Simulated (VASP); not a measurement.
# LaP (Fm-3m) in VASP: further runs, part 2 of 2

VASP 6.6.1.

## Step 5: Single point, LDA (volume scaled by 1.04)

The input, INCAR:

```
SYSTEM = LaP
PREC = Accurate
ENCUT = 520
EDIFF = 1E-6
ISMEAR = -1
SIGMA = 0.03
LREAL = .FALSE.
LASPH = .TRUE.
NELM = 80
ALGO = Normal
ISIF = 2
LWAVE = .FALSE.
LCHARG = .TRUE.
GGA = CA
LELF = .TRUE.
LVHAR = .TRUE.
NBANDS = 15
```

The input, KPOINTS:

```
regular mesh
0
G
  10 10 10
  0 0 0
```

The input, POSCAR:

```
LaP
1.0
    0.0000000000      3.0521427040      3.0521427040
    3.0521427040      0.0000000000      3.0521427040
    3.0521427040      3.0521427040      0.0000000000
La P
1 1
Direct
    0.0000000000      0.0000000000      0.0000000000
    0.5000000000      0.5000000000      0.5000000000
```

Potentials or basis: VASP PAW LDA potentials, release 64 (La, P).

On the command line:

```sh
cat potpaw_LDA.64/La/POTCAR potpaw_LDA.64/P/POTCAR > POTCAR
mpirun -np 1 vasp_std > vasp.out
```

OUTCAR:

```text
SYSTEM = LaP
   PREC = Accurate
   ENCUT = 520
   EDIFF = 1E-6
   ISMEAR = -1
   LREAL = .FALSE.
   LASPH = .TRUE.
   NELM = 80
   ISIF = 2
   GGA = CA

 ion  position               nearest neighbor table
   1  0.000  0.000  0.000-   2 3.05   2 3.05   2 3.05   2 3.05   2 3.05   2 3.05
   2  0.500  0.500  0.500-   1 3.05   1 3.05   1 3.05   1 3.05   1 3.05   1 3.05

  LATTYP: Found a face centered cubic cell.
 ALAT       =     6.1042854080

  Lattice vectors:

[... 608 lines left out ...]
      9       6.4904      0.00000
     10       8.5278      0.00000
     11       8.5553      0.00000
     12       8.5987      0.00000
     13       8.5988      0.00000
     14       8.7088      0.00000
     15       8.9428      0.00000

 [... further k-points ...]
[... 5 lines left out ...]
  --------------------------------------------------------------------------------------
  -------------------------------------------------------------------------------------
  Total       -2.0294828     -2.0294828     -2.0294828     -0.0000000      0.0000000      0.0000000
  in kB      -57.1809623    -57.1809623    -57.1809623     -0.0000000      0.0000000      0.0000000
  external PRESSURE =     -57.1809623 kB  Pullay stress =       0.0000000 kB

 VOLUME and BASIS-vectors are now :
 -----------------------------------------------------------------------------
  energy-cutoff  :      520.00
  volume of cell :       56.86
      direct lattice vectors                 reciprocal lattice vectors
     0.000000000  3.052142704  3.052142704    -0.163819339  0.163819339  0.163819339
     3.052142704  0.000000000  3.052142704     0.163819339 -0.163819339  0.163819339
     3.052142704  3.052142704  0.000000000     0.163819339  0.163819339 -0.163819339

 POSITION                                       TOTAL-FORCE (eV/Angst)
 -----------------------------------------------------------------------------------
      0.00000      0.00000      0.00000         0.000000      0.000000     -0.000000
      3.05214      3.05214      3.05214         0.000000      0.000000      0.000000
 -----------------------------------------------------------------------------------
    total drift:                                0.000000     -0.000000     -0.000000

  FREE ENERGIE OF THE ION-ELECTRON SYSTEM (eV)
  ---------------------------------------------------
  free  energy   TOTEN  =       -14.6220435484 eV

  energy  without entropy=      -14.6214416400  energy(sigma->0) =      -14.62174259
```

stdout:

```text
POSCAR found type information on POSCAR LaP
 POSCAR found :  2 types and       2 ions
 scaLAPACK will be used
 LDA part: xc-table for (Slater(with rela. corr.)+CA(PZ))
 , standard interpolation
 POSCAR, INCAR and KPOINTS ok, starting setup
 FFT: planning ... GRIDC
 FFT: planning ... GRID_SOFT
 FFT: planning ... GRID
 WAVECAR not read
 entering main loop
```

Run time: 21 s. Hardware: 1 thread of AMD EPYC 9R45 (Zen 5), shared host; peak memory 0.16 GiB.

What came out:

- Free energy: -14.6220 eV
- Pressure: -5.7 GPa
- Band gap on the k mesh: zero (band 8 reaches 6.03 eV, above the bottom of band 9 at 5.87 eV)

Caveat: spin-orbit coupling is left out, which moves the levels of the heavy elements.

## Step 6: Single point, LDA (volume scaled by 0.96)

The input, INCAR:

```
SYSTEM = LaP
  PREC = Accurate
  ENCUT = 520
  EDIFF = 1E-7
  ISMEAR = -1
  SIGMA = 0.03
  LREAL = .False.
  LASPH = .True.
  NELM = 100
  ALGO = Normal
  ISIF = 2
  LWAVE = .False.
  LCHARG = .False.
  NBANDS = 15
```

The input, KPOINTS:

```
regular mesh
0
Gamma
  10 10 10
  0 0 0
```

The input, POSCAR:

```
LaP
1.0
    0.0000000000      2.9717855496      2.9717855496
    2.9717855496      0.0000000000      2.9717855496
    2.9717855496      2.9717855496      0.0000000000
La P
1 1
Direct
    0.0000000000      0.0000000000      0.0000000000
    0.5000000000      0.5000000000      0.5000000000
```

Potentials or basis: VASP PAW LDA potentials, release 64 (La, P).

On the command line:

```sh
cat potpaw_LDA.64/La/POTCAR potpaw_LDA.64/P/POTCAR > POTCAR
mpirun -np 1 vasp_std > vasp.out
```

It took 29 s on 1 thread of AMD EPYC 9R45 (Zen 5), shared host; peak memory 0.16 GiB.

The run converged. Its results:

* Free energy: -14.7079 eV
* Pressure: -0.2 GPa
* Band gap on the k mesh: zero (band 8 reaches 6.77 eV, above the bottom of band 9 at 6.56 eV)

Levels at points of the mesh, in eV from the Fermi level:
| k point | band 4 | band 5 | band 6 | band 7 | band 8 | band 9 | band 10 | band 11 | band 12 | band 13 |
| --- | --- | --- | --- | --- | --- | --- | --- | --- | --- | --- |
| (0.00, 0.00, 0.00) | -15.01 | -9.18 | 0.13 | 0.13 | 0.13 | 1.74 | 1.74 | 1.74 | 2.65 | 2.69 |
| (0.50, 0.00, 0.00) | -15.07 | -7.51 | -3.14 | -1.72 | -1.72 | 2.49 | 2.80 | 2.80 | 3.11 | 3.11 |
| (0.50, 0.50, 0.00) | -15.25 | -8.81 | -0.75 | -0.23 | -0.03 | -0.03 | 2.95 | 2.99 | 3.07 | 3.07 |

Caveat: spin-orbit coupling is left out, which moves the levels of the heavy elements.

## Step 7: Summary

```csv
cell,gap on the mesh (eV),pressure (GPa)
"a = 4.173 Å, angles 60.0°, 2 atoms",none,1.6
"a = 4.232 Å, angles 60.0°, 2 atoms",none,-1.8
"a = 4.274 Å, angles 60.0°, 2 atoms",none,-3.9
"a = 4.316 Å, angles 60.0°, 2 atoms",none,-5.7
"a = 4.203 Å, angles 60.0°, 2 atoms",none,-0.2
```

Alike in all rows: task single point; level LDA; potentials or basis VASP PAW LDA potentials, release 64 (La, P); no spin polarisation; k mesh 10 × 10 × 10; cutoff (eV) 520; smearing fermi-dirac 0.03 eV.

Caveats: spin-orbit coupling is left out, which moves the levels of the heavy elements.

Total energies depend on the potentials used, so only differences within one code and one set of settings carry meaning.
